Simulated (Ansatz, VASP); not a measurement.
# Two plane-wave programs on C

```xyz
8
Lattice="0.0000 -4.2333 0.0000 -2.4456 -2.1167 -3.3597 2.4456 -2.1167 -3.3597" Properties=species:S:1:pos:R:3 pbc="T T T"
C    -0.1000   -5.4711   -3.3597
C     0.0000   -3.5276    0.0000
C    -1.2228   -3.5276   -3.3597
C     1.2228   -3.5276   -3.3597
C     0.0000   -2.8224   -3.3597
C     0.0000   -0.7057    0.0000
C    -1.2228   -4.9390   -3.3597
C     1.2228   -4.9390   -3.3597
```

Alike in both runs: task single point; functional LDA; k mesh 10 × 10 × 10; occupations gaussian, width 0.03 eV; no spin polarisation.

```csv
,VASP,Ansatz
version,VASP 6.6.1,Ansatz 0.2.0
potentials or method,"VASP PAW LDA potentials, release 64 (C), cutoff 520 eV","scalar-relativistic, plane waves, PAW"
valence electrons in the cell,32,32
```

```tsv
	VASP	Ansatz	Ansatz less VASP
gap on the k mesh at the Fermi level (eV)	0.19	0.19	+0.002
least direct gap on the mesh (eV)	0.37	0.37	0.000
pressure (GPa)	6.0	5.2	-0.77
traceless stress, the component that is largest in VASP (GPa)	9.05	8.55	-0.506
rms of the force components (eV/Å)	3.479	3.477	-0.0020
```

LDA's correlation is that of Perdew and Zunger in VASP and of Perdew and Wang (1992) in Ansatz. Atom by atom the forces differ by 0.009 eV/Å (rms over components).
